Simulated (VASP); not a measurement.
Crystal: TaN.

```
Ta N
1.0
     0.11327    2.23708    2.23708
     2.23708    0.11327    2.23708
     2.23708    2.23708    0.11327
Ta N
1 1
Direct
  0.50000 0.50000 0.50000
  0.00000 0.00000 0.00000
```

This cell differs from its parent crystal: ratio of the length along [111] to the lengths across it x 1.08, volume and fractional coordinates fixed.

Base run:

* Program: VASP 6.6.1
* Functional: PBEsol
* Potentials or basis: VASP PAW PBE potentials, release 64 (Ta_pv, N)
* Cutoff: 520 eV
* k mesh: 20 × 20 × 20
* Occupations: gaussian, width 0.15 eV
* Spin: no spin polarisation

Its results: band gap on the k mesh zero (band 8 reaches 11.26 eV, above the bottom of band 9 at 7.83 eV); pressure 5.8 GPa.

Task: The run is repeated on the same cell with these changes: potentials or basis from VASP PAW PBE potentials, release 64 (Ta_pv, N) to VASP PAW PBE potentials, release 64 (Ta_sv_GW, N); cutoff from 520 eV to 600 eV; further incar settings from ALGO = Normal; EDIFF = 1e-06; NBANDS = 15 to ALGO = Normal; EDIFF = 1e-06; NBANDS = 16; valence electrons from 16 to 18. What comes out?

Result: Band gap on the k mesh zero (band 9 reaches 15.65 eV, above the bottom of band 10 at 12.22 eV); pressure 4.9 GPa.

Caveats: the PAW data sets were made with another functional, which shifts forces and pressure a little; spin-orbit coupling is left out, which moves the levels of the heavy elements.
